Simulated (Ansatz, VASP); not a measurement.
**Nb2C3 in VASP and in Ansatz**

```xyz
5
Lattice="3.8036 0.0000 0.0000 0.0000 3.8036 0.0000 0.0000 0.0000 3.9857" Properties=species:S:1:pos:R:3 pbc="T T T"
Nb    0.0000    0.0000    0.0000
Nb    1.9018    1.9018    0.0000
C     0.0000    1.9018    1.9928
C     1.9018    0.0000    1.9928
C     0.0000    0.0000    1.9928
```

Alike in both runs: functional PBE; k mesh 4 × 4 × 4; occupations gaussian, width 0.1 eV; no spin polarisation.

Ansatz relaxed the structure, and its values are those at the end. VASP's run is a single point on that final structure, the one shown.

|  | VASP | Ansatz |
| --- | --- | --- |
| version | VASP 6.6.1 | Ansatz 0.2.0 |
| potentials or method | VASP PAW PBE potentials, release 64 (Nb_sv, C), cutoff 520 eV | scalar-relativistic, plane waves, PAW |
| valence electrons in the cell | 38 | 38 |

Ansatz gave:

* gap on the k mesh at the Fermi level (eV): none
* pressure (GPa): -0.1

What did VASP give for the same quantities?

gap on the k mesh at the Fermi level (eV): none; pressure (GPa): -0.3.

A gap of «none» marks a metal or a gap that the smearing closes. With one functional, cell and mesh, what is left measures potentials, basis and numerics.

The k mesh is coarse, so the values compare programs but aren't converged.
